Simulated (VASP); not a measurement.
# HfMoC2 (P4/mmm) in VASP: settings compared

The runs below take HfMoC2 through single point, relaxation of cell and atoms, with PBEsol, PBEsol+U.

Everything below comes from runs of VASP 6.6.1. Logs are shortened: lines on timing, memory, paths and dates and some standing lists are left out, and cuts for length are marked.

**1. The cell of the first run**

The structure is tetragonal, space group P4/mmm (No. 123). Conventional cell: a = 3.191 Å, b = 3.191 Å, c = 4.485 Å, α = 90.00°, β = 90.00°, γ = 90.00°. Within 3.0 Å of Hf (site symmetry 4/mmm) lie 6 C at 2.24 to 2.26 Å. Within 3.0 Å of Mo (site symmetry 4/mmm) lie 6 C at 2.24 to 2.26 Å. Within 3.0 Å of C (site symmetry 4/mmm) lie 2 Mo at 2.24 Å and 4 Hf at 2.26 Å. C (site symmetry 4/mmm) has 2 Hf at 2.24 Å and 4 Mo at 2.26 Å within 3.0 Å.

**2. Single point, PBEsol**

Input file INCAR:

```
PREC = Accurate
ENCUT = 520
EDIFF = 1E-7
ISMEAR = -1
SIGMA = 0.03
LREAL = False
LASPH = True
NELM = 80
ALGO = Normal
ISIF = 2
LWAVE = False
LCHARG = True
GGA = PS
LELF = True
LVHAR = True
NBANDS = 24
```

Input file KPOINTS:

```
Automatic mesh
0
Gamma
  5 5 4
```

Input file POSCAR:

```
HfMoC2
1.0
    3.1914230000      0.0000000000      0.0000000000
    0.0000000000      3.1914230000      0.0000000000
    0.0000000000      0.0000000000      4.4851640000
Hf Mo C
1 1 2
Direct
    0.0000000000      0.0000000000      0.0000000000
    0.5000000000      0.5000000000      0.5000000000
    0.5000000000      0.5000000000      0.0000000000
    0.0000000000      0.0000000000      0.5000000000
```

Potentials or basis: VASP PAW PBE potentials, release 64 (Hf_pv, Mo_sv, C).

Run with:

```sh
$ cat potpaw_PBE.64/Hf_pv/POTCAR potpaw_PBE.64/Mo_sv/POTCAR potpaw_PBE.64/C/POTCAR > POTCAR
$ mpirun -np 1 vasp_std > vasp.out
```

OUTCAR:

```text
PREC = Accurate
   ENCUT = 520
   EDIFF = 1E-7
   ISMEAR = -1
   LREAL = False
   LASPH = True
   NELM = 80
   ISIF = 2
   GGA = PS

 ion  position               nearest neighbor table
   1  0.000  0.000  0.000-   4 2.24   4 2.24   3 2.26   3 2.26   3 2.26   3 2.26   2 3.18   2 3.18
                             2 3.18   2 3.18   2 3.18   2 3.18   2 3.18   2 3.18
   2  0.500  0.500  0.500-   3 2.24   3 2.24   4 2.26   4 2.26   4 2.26   4 2.26   1 3.18   1 3.18
                             1 3.18   1 3.18   1 3.18   1 3.18   1 3.18   1 3.18
   3  0.500  0.500  0.000-   2 2.24   2 2.24   1 2.26   1 2.26   1 2.26   1 2.26
   4  0.000  0.000  0.500-   1 2.24   1 2.24   2 2.26   2 2.26   2 2.26   2 2.26

  LATTYP: Found a simple tetragonal cell.
 ALAT       =     3.1914230000
 C/A-ratio  =     1.4053806092

  Lattice vectors:

 A1 = (   3.1914230000,   0.0000000000,   0.0000000000)
 A2 = (   0.0000000000,   3.1914230000,   0.0000000000)
 A3 = (   0.0000000000,   0.0000000000,   4.4851640000)

Analysis of symmetry for initial positions (statically):
=====================================================================
 Subroutine PRICEL returns:
 Original cell was already a primitive cell.

 Routine SETGRP: Setting up the symmetry group for a
 simple tetragonal supercell.

 Subroutine GETGRP returns: Found 16 space group operations
 (whereof 16 operations were pure point group operations)
 out of a pool of 16 trial point group operations.

The static configuration has the point symmetry D_4h.

Analysis of symmetry for dynamics (positions and initial velocities):
=====================================================================
 Subroutine PRICEL returns:
 Original cell was already a primitive cell.

 Routine SETGRP: Setting up the symmetry group for a
 simple tetragonal supercell.

 Subroutine GETGRP returns: Found 16 space group operations
 (whereof 16 operations were pure point group operations)
 out of a pool of 16 trial point group operations.

The dynamic configuration has the point symmetry D_4h.

 Subroutine INISYM returns: Found 16 space group operations
 (whereof 16 operations are pure point group operations),
 and found     1 'primitive' translations

----------------------------------------------------------------------------------------

                                     Primitive cell

  volume of cell :      45.6822

  direct lattice vectors                    reciprocal lattice vectors
     3.191423000  0.000000000  0.000000000     0.313339849  0.000000000  0.000000000
     0.000000000  3.191423000  0.000000000     0.000000000  0.313339849  0.000000000
     0.000000000  0.000000000  4.485164000     0.000000000  0.000000000  0.222957288

  length of vectors
     3.191423000  3.191423000  4.485164000     0.313339849  0.313339849  0.222957288

  position of ions in fractional coordinates (direct lattice)
     0.000000000  0.000000000  0.000000000
     0.500000000  0.500000000  0.500000000
     0.500000000  0.500000000  0.000000000
     0.000000000  0.000000000  0.500000000

  ion indices of the primitive-cell ions
   primitive index   ion index
                 1           1
                 2           2
                 3           3
                 4           4

----------------------------------------------------------------------------------------

 KPOINTS: Automatic mesh

Automatic generation of k-mesh.
 Grid dimensions read from file:
 generate k-points for:    5    5    4

 Generating k-lattice:

  Cartesian coordinates                     Fractional coordinates (reciprocal lattice)
     0.062667970  0.000000000  0.000000000     0.200000000  0.000000000  0.000000000
     0.000000000  0.062667970  0.000000000     0.000000000  0.200000000  0.000000000
     0.000000000  0.000000000  0.055739322     0.000000000  0.000000000  0.250000000

  Length of vectors
     0.062667970  0.062667970  0.055739322

  Shift w.r.t. Gamma in fractional coordinates (k-lattice)
     0.000000000  0.000000000  0.000000000

 Subroutine IBZKPT returns following result:
 ===========================================

 Found     18 irreducible k-points:

 Following reciprocal coordinates:
            Coordinates               Weight
  0.000000  0.000000  0.000000      1.000000
  0.200000  0.000000  0.000000      4.000000
  0.400000  0.000000  0.000000      4.000000
  0.200000  0.200000  0.000000      4.000000
  0.400000  0.200000  0.000000      8.000000
  0.400000  0.400000  0.000000      4.000000
[... 10 lines left out ...]
  0.400000  0.200000  0.500000      8.000000
  0.400000  0.400000  0.500000      4.000000
   k-points           NKPTS =     18   k-points in BZ     NKDIM =     18   number of bands    NBANDS=     24
   number of dos      NEDOS =    301   number of ions     NIONS =      4
   total plane-waves  NPLWV =  20736
   dimension x,y,z NGX =    24 NGY =   24 NGZ =   36
   dimension x,y,z NGXF=    48 NGYF=   48 NGZF=   72
   ions per type =               1   1   2
   NGX,Y,Z   is equivalent  to a cutoff of  12.50, 12.50, 13.34 a.u.
   NGXF,Y,Z  is equivalent  to a cutoff of  25.00, 25.00, 26.69 a.u.
 SYSTEM =  unknown system
   PREC   = accura    normal or accurate (medium, high low for compatibility)
   ISTART =      0    job   : 0-new  1-cont  2-samecut
   ICHARG =      2    charge: 1-file 2-atom 10-const
   ISPIN  =      1    spin polarized calculation?
   LNONCOLLINEAR =      F non collinear calculations
   LSORBIT =      F    spin-orbit coupling
   LASPH  =      T    aspherical Exc in radial PAW
   ENCUT  =  520.0 eV  38.22 Ry    6.18 a.u.   5.93  5.93  8.34*2*pi/ulx,y,z
   NELM   =     80;   NELMIN=  2; NELMDL= -5     # of ELM steps
   EDIFF  = 0.1E-06   stopping-criterion for ELM
   LREAL  =      F    real-space projection
   EDIFFG = 0.1E-05   stopping-criterion for IOM
   NSW    =      0    number of steps for IOM
   IBRION =     -1    ionic relax: 0-MD 1-quasi-New 2-CG
   NFREE  =      0    steps in history (QN), initial steepest desc. (CG)
   ISIF   =      2    stress and relaxation
   ISYM   =      2    0-nonsym 1-usesym 2-fastsym
   POTIM  = 0.5000    time-step for ionic-motion
   TEBEG  =    0.0;   TEEND  =   0.0 temperature during run
   PSTRESS=    0.0 pullay stress
   NELECT =      32.0000    total number of electrons
   NUPDOWN=      -1.0000    fix difference up-down
   EMIN   =  10.00;   EMAX   =-10.00  energy-range for DOS
   EFERMI =   0.00;   METHOD = LEGACY
   ISMEAR =    -1;   SIGMA  =   0.03  broadening in eV -4-tet -1-fermi 0-gaus
   EFERMI_NEDOS =   21; number of points for ismear=-14 and -15
   IALGO  =     38    algorithm
   IMIX   =      4    mixing-type and parameters
     AMIX     =   0.40;   BMIX     =  1.00
     AMIX_MAG =   1.60;   BMIX_MAG =  1.00
  volume/ion in A,a.u.               =      11.42        77.07
  Fermi-wavevector in a.u.,A,eV,Ry     =   1.453927  2.747523 28.761388  2.113902
  Thomas-Fermi vector in A             =   2.571136
   LORBIT       =      0    0 simple, 1 ext, 2 COOP (PROOUT), +10 PAW based schemes
   GGA     = PS    functional components
   LHFCALC =     F    Hartree Fock is set to
   AEXX    =    0.0000 exact exchange contribution
   IVDW    =     0    specifies the selected vdW correction
   LEPSILON=     F    determine dielectric tensor
   LRPA    =     F    only Hartree local field effects (RPA)
 non-spin polarized calculation
  energy-cutoff  :      520.00
  volume of cell :       45.68
 maximum number of plane-waves:      1246
 NGX is ok and might be reduce to    24
   NGX = 11   NGY = 11   NGZ = 17

 number of electron      32.0000000 magnetization

 Free energy of the ion-electron system (eV)
  ---------------------------------------------------
  ext. energy  EPLUGINS =         0.00000000
  ---------------------------------------------------
  free energy    TOTEN  =       -43.35186547 eV

  energy without entropy =      -43.34655453  energy(sigma->0) =      -43.34921000

 E-fermi :   9.3555     XC(G=0): -13.0486

 val. band max:        9.3533190104   @ k =   0.2000   0.2000   0.5000
 cond. band min:       9.3655272849   @ k =   0.0000   0.0000   0.0000
 fundamental gap:      0.0122082745
 Fermi energy:         9.3554981353

 k-point     1 :       0.0000    0.0000    0.0000
  band No.  band energies     occupation
      1     -52.7048      2.00000
      2     -26.7661      2.00000
      3     -26.7343      2.00000
      4     -26.7343      2.00000
      5     -21.0167      2.00000
      6     -20.7049      2.00000
[... 16 lines left out ...]
     23      13.8502      0.00000
     24      13.8502      0.00000

 k-point     2 :       0.2000    0.0000    0.0000
  band No.  band energies     occupation
      1     -52.6986      2.00000
      2     -26.8221      2.00000
      3     -26.7541      2.00000
      4     -26.7229      2.00000
      5     -21.0070      2.00000
      6     -20.8898      2.00000
[... 16 lines left out ...]
     23      13.7920      0.00000
     24      16.1354      0.00000

 k-point     3 :       0.4000    0.0000    0.0000
  band No.  band energies     occupation
      1     -52.6885      2.00000
      2     -26.9615      2.00000
      3     -26.7346      2.00000
      4     -26.7042      2.00000
      5     -21.1749      2.00000
      6     -20.9911      2.00000
[... 16 lines left out ...]
     23      15.6522      0.00000
     24      15.9603      0.00000
[... 352 lines left out ...]
 k-point    17 :       0.4000    0.2000    0.5000
  band No.  band energies     occupation
      1     -52.6822      2.00000
      2     -26.9526      2.00000
      3     -26.7894      2.00000
      4     -26.7369      2.00000
      5     -21.1264      2.00000
      6     -20.9821      2.00000
[... 16 lines left out ...]
     23      16.2439      0.00000
     24      17.3359      0.00000

 k-point    18 :       0.4000    0.4000    0.5000
  band No.  band energies     occupation
      1     -52.6722      2.00000
      2     -26.9277      2.00000
      3     -26.9243      2.00000
      4     -26.7196      2.00000
      5     -21.0869      2.00000
      6     -21.0845      2.00000
[... 16 lines left out ...]
     23      15.6851      0.00000
     24      16.8390      0.00000

------------------------ aborting loop because EDIFF is reached ----------------------------------------

  FORCE on cell =-STRESS in cart. coord.  units (eV):
  Direction    XX          YY          ZZ          XY          YZ          ZX
  --------------------------------------------------------------------------------------
  -------------------------------------------------------------------------------------
  Total       -3.0418204     -3.0418204     -1.2334968      0.0000000      0.0000000      0.0000000
  in kB     -106.6834558   -106.6834558    -43.2614959      0.0000000      0.0000000      0.0000000
  external PRESSURE =     -85.5428025 kB  Pullay stress =       0.0000000 kB

 VOLUME and BASIS-vectors are now :
 -----------------------------------------------------------------------------
  energy-cutoff  :      520.00
  volume of cell :       45.68
      direct lattice vectors                 reciprocal lattice vectors
     3.191423000  0.000000000  0.000000000     0.313339849  0.000000000  0.000000000
     0.000000000  3.191423000  0.000000000     0.000000000  0.313339849  0.000000000
     0.000000000  0.000000000  4.485164000     0.000000000  0.000000000  0.222957288

 POSITION                                       TOTAL-FORCE (eV/Angst)
 -----------------------------------------------------------------------------------
      0.00000      0.00000      0.00000         0.000000      0.000000      0.000000
      1.59571      1.59571      2.24258         0.000000      0.000000      0.000000
      1.59571      1.59571      0.00000         0.000000      0.000000      0.000000
      0.00000      0.00000      2.24258         0.000000      0.000000      0.000000
 -----------------------------------------------------------------------------------
    total drift:                                0.000000     -0.000000     -0.000000

  FREE ENERGIE OF THE ION-ELECTRON SYSTEM (eV)
  ---------------------------------------------------
  free  energy   TOTEN  =       -43.3518654723 eV

  energy  without entropy=      -43.3465545342  energy(sigma->0) =      -43.34921000
```

Wall time 17 s (1 thread of Intel Xeon Platinum 8488C (Sapphire Rapids), shared host); peak memory 0.16 GiB.

What came out:

```yaml
Free_energy: -43.3519 eV
Pressure: -8.6 GPa
Band_gap_on_the_k_mesh: zero (band 16 reaches 10.16 eV, above the bottom of band 17 at 7.87 eV)
```

Caveat: the k points lie up to 0.39 Å⁻¹ apart; the PAW data sets were made with another functional, which shifts forces and pressure a little; spin-orbit coupling is left out, which moves the levels of the heavy elements.

**3. Relaxation of cell and atoms, PBEsol+U**

Input file INCAR:

```
PREC = Accurate
ENCUT = 600
EDIFF = 1E-6
ISMEAR = -1
SIGMA = 0.05
LREAL = False
LASPH = True
NELM = 150
ALGO = Normal
ISIF = 3
LWAVE = False
LCHARG = False
LMAXMIX = 4
LDAU = True
LDAUTYPE = 2
LDAUL = 2 2 -1
LDAUU = 4 4 0
LDAUJ = 0 0 0
LDAUPRINT = 1
GGA = PS
IBRION = 2
NSW = 60
EDIFFG = -0.01
```

Input file KPOINTS:

```
regular mesh
0
Gamma
  8 8 6
```

POSCAR is that of step 2.

Potentials or basis: VASP PAW PBE potentials, release 64 (Hf_pv, Mo_sv, C).

Run with:

```sh
$ cat potpaw_PBE.64/Hf_pv/POTCAR potpaw_PBE.64/Mo_sv/POTCAR potpaw_PBE.64/C/POTCAR > POTCAR
$ mpirun -np 1 vasp_std > vasp.out
```

It took 4.6 min on 1 thread of Oxide Virtual Turin-like, shared host; peak memory 0.2 GiB.

The run converged. Its results:

```
Free energy                            : -35.7429 eV
Relaxed volume                         : 11.52 Å³/atom
Relaxed cell                           : a = 3.209 Å, b = 3.209 Å, c = 4.474 Å, α = 90.00°, β = 90.00°, γ = 90.00°
Space group after relaxing (to 0.05 Å) : P4/mmm (No. 123)
Energy gained by relaxing              : 1.3 meV/atom
Ionic steps                            : 5
Pressure after relaxing                : 0.0 GPa
```

Step by step:
| step | energy change (eV) | largest force (eV/Å) | pressure (GPa) | volume (Å³) |
| --- | --- | --- | --- | --- |
| 1 | 0.0000 | 0.0000 | 2.35 | 45.68 |
| 2 | 0.0050 | 0.0000 | -4.20 | 46.80 |
| 3 | -0.0049 | 0.0000 | -0.45 | 46.14 |
| 4 | -0.0052 | 0.0000 | 0.24 | 46.03 |
| 5 | -0.0053 | 0.0000 | -0.04 | 46.07 |

Final structure:
```xyz
4
Lattice="3.2088 0.0000 0.0000 0.0000 3.2088 0.0000 0.0000 0.0000 4.4744" Properties=species:S:1:pos:R:3 pbc="T T T"
Hf    0.0000    0.0000    0.0000
Mo    1.6044    1.6044    2.2372
C     1.6044    1.6044    0.0000
C     0.0000    0.0000    2.2372
```

Levels at points of the mesh, in eV from the Fermi level:
```
           k point  band 13  band 14  band 15  band 16  band 17  band 18  band 19  band 20
(0.00, 0.00, 0.00)    -1.46    -1.35    -1.35    -0.41    -0.11    -0.11    -0.07    -0.02
(0.50, 0.00, 0.00)    -4.40    -3.73    -3.64    -0.51     1.07     2.02     3.13     3.70
(0.50, 0.50, 0.00)    -3.80    -1.45    -1.30    -1.30    -1.17     1.16     1.56     2.44
(0.00, 0.00, 0.50)    -2.41    -2.41    -1.80    -1.80    -1.10    -0.30     1.99     1.99
(0.50, 0.00, 0.50)    -5.11    -4.35    -4.19     1.08     1.15     1.66     4.94     5.41
(0.50, 0.50, 0.50)    -4.42    -4.42    -4.34     0.97     0.97     1.57     3.41     3.41
```

Eigenvalues of the final occupation matrices:
| site | spin | trace | eigenvalues |
| --- | --- | --- | --- |
| site 1 d | 1 | 0.85 | 0.12 0.12 0.13 0.23 0.25 |
| site 1 d | 2 | 0.85 | 0.12 0.12 0.13 0.23 0.25 |
| site 2 d | 1 | 1.89 | 0.33 0.37 0.38 0.40 0.40 |
| site 2 d | 2 | 1.89 | 0.33 0.37 0.38 0.40 0.40 |

Caveat: the bands computed are all filled at some k points, so no gap is given; the PAW data sets were made with another functional, which shifts forces and pressure a little; spin-orbit coupling is left out, which moves the levels of the heavy elements; the U is typed as a test and isn't derived for this compound.

**4. Relaxation of cell and atoms, PBEsol+U**

Input file INCAR:

```
PREC     = Accurate       # precision mode
ENCUT    = 600            # plane-wave cutoff, eV
EDIFF    = 1E-7           # SCF threshold, eV
ISMEAR   = -1             # smearing method
SIGMA    = 0.05           # smearing width, eV
LREAL    = F              # projectors in reciprocal space
LASPH    = T              # aspherical terms in the spheres
NELM     = 150            # most SCF steps
ALGO     = Normal         # electronic algorithm
ISIF     = 3              # what is computed and relaxed
LWAVE    = F              # write WAVECAR
LCHARG   = F              # write CHGCAR
LMAXMIX  = 4              # l up to which the mixer works
LDAU     = T              # DFT+U
LDAUTYPE = 2            
LDAUL    = 2 2 -1         # shell
LDAUU    = 6 6 0          # U, eV
LDAUJ    = 0 0 0        
LDAUPRINT= 1            
GGA      = PS             # functional
IBRION   = 2              # ionic algorithm
NSW      = 60             # ionic steps
EDIFFG   = -0.01          # ionic threshold
```

Input file KPOINTS:

```
Automatic mesh
0
Gamma
  8 8 6
```

POSCAR is that of step 3.

Run with:

```sh
$ cat potpaw_PBE.64/Hf_pv/POTCAR potpaw_PBE.64/Mo_sv/POTCAR potpaw_PBE.64/C/POTCAR > POTCAR
$ mpirun -np 1 vasp_std > vasp.out
```

Run time: 6.4 min. Hardware: 1 thread of Oxide Virtual Turin-like, shared host; peak memory 0.2 GiB.

The run converged. Its results:

```yaml
Free_energy: -32.0855 eV
Relaxed_volume: 11.78 Å³/atom
Relaxed_cell: a = 3.224 Å, b = 3.224 Å, c = 4.533 Å, α = 90.00°, β = 90.00°, γ = 90.00°
Space_group_after_relaxing_to_0.05_Å: P4/mmm (No. 123)
Energy_gained_by_relaxing: 9.5 meV/atom
Ionic_steps: 5
Pressure_after_relaxing: 0.0 GPa
Band_gap_on_the_k_mesh: zero (band 16 reaches 10.44 eV, above the bottom of band 17 at 8.18 eV)
```

Step by step:
```tsv
step	energy change (eV)	largest force (eV/Å)	pressure (GPa)	volume (Å³)
1	0.0000	0.0000	8.67	45.68
2	0.0842	0.0000	-13.40	49.89
3	-0.0378	0.0000	-0.14	47.14
4	-0.0378	0.0000	0.02	47.11
5	-0.0379	0.0000	0.02	47.12
```

Final structure:
```
Hf Mo C
1.0
     3.22387    0.00000    0.00000
     0.00000    3.22387    0.00000
     0.00000    0.00000    4.53340
Hf Mo C
1 1 2
Direct
  0.00000 0.00000 0.00000
  0.50000 0.50000 0.50000
  0.50000 0.50000 0.00000
  0.00000 0.00000 0.50000
```

Levels at points of the mesh, in eV from the Fermi level:
```
           k point  band 12  band 13  band 14  band 15  band 16  band 17  band 18  band 19  band 20
(0.00, 0.00, 0.00)    -1.54    -1.54    -1.37    -1.37    -0.40    -0.17    -0.17    -0.17     0.22
(0.50, 0.00, 0.00)    -4.84    -4.55    -3.68    -3.51    -0.63     1.26     1.84     3.01     3.98
(0.50, 0.50, 0.00)    -3.75    -3.75    -1.50    -1.43    -1.43    -1.39     1.26     1.82     2.40
(0.00, 0.00, 0.50)    -3.10    -2.43    -2.43    -1.78    -1.78    -0.83    -0.31     1.77     1.77
(0.50, 0.00, 0.50)    -5.07    -4.89    -4.20    -4.07     0.88     1.36     1.45     5.09     5.15
(0.50, 0.50, 0.50)    -4.54    -4.40    -4.40    -4.31     0.73     0.73     1.83     3.28     3.38
```

Eigenvalues of the final occupation matrices:
```
    site  spin  trace               eigenvalues
site 1 d     1   0.78  0.11 0.11 0.11 0.22 0.24
site 1 d     2   0.78  0.11 0.11 0.11 0.22 0.24
site 2 d     1   1.85  0.28 0.35 0.38 0.42 0.42
site 2 d     2   1.85  0.28 0.35 0.38 0.42 0.42
```

Caveat: the PAW data sets were made with another functional, which shifts forces and pressure a little; spin-orbit coupling is left out, which moves the levels of the heavy elements; U without spin polarisation on a metal has little footing; the U is typed as a test and isn't derived for this compound.

(Part 1 of 2 ends here.)
